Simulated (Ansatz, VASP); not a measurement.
# One calculation of Y2Si2F, two programs

```
Y Si F
1.0
     3.71130    0.00000    0.00000
    -1.85565    3.21408    0.00000
     0.00000    0.00000    8.08262
Y Si F
2 2 1
Direct
  0.33333 0.66667 0.19231
  0.66667 0.33333 0.80769
  0.33333 0.66667 0.56349
  0.66667 0.33333 0.43651
  0.00000 0.00000 0.00000
```

Change from the starting cell: species swapped into the EuMn2As2 type (P-3m1, No. 164).

Alike in both runs: functional PBE; k mesh 12 × 12 × 6; occupations gaussian, width 0.1 eV; no spin polarisation.

Ansatz relaxed the structure, and its values are those at the end. VASP's run is a single point on that final structure, the one shown.

```csv
,VASP,Ansatz
version,VASP 6.6.1,Ansatz 0.2.0
potentials or method,"VASP PAW PBE potentials, release 64 (Y_sv, Si, F), cutoff 520 eV","scalar-relativistic, plane waves, PAW"
valence electrons in the cell,37,37
```

Ansatz gave:

- gap on the k mesh at the Fermi level (eV): none
- pressure (GPa): 0.0

Question: Which values does VASP return?

Answer: gap on the k mesh at the Fermi level (eV): none; pressure (GPa): -0.1.

A gap of «none» marks a metal or a gap that the smearing closes. The functional is the same, so the differences come from potentials, cutoffs and numerics.
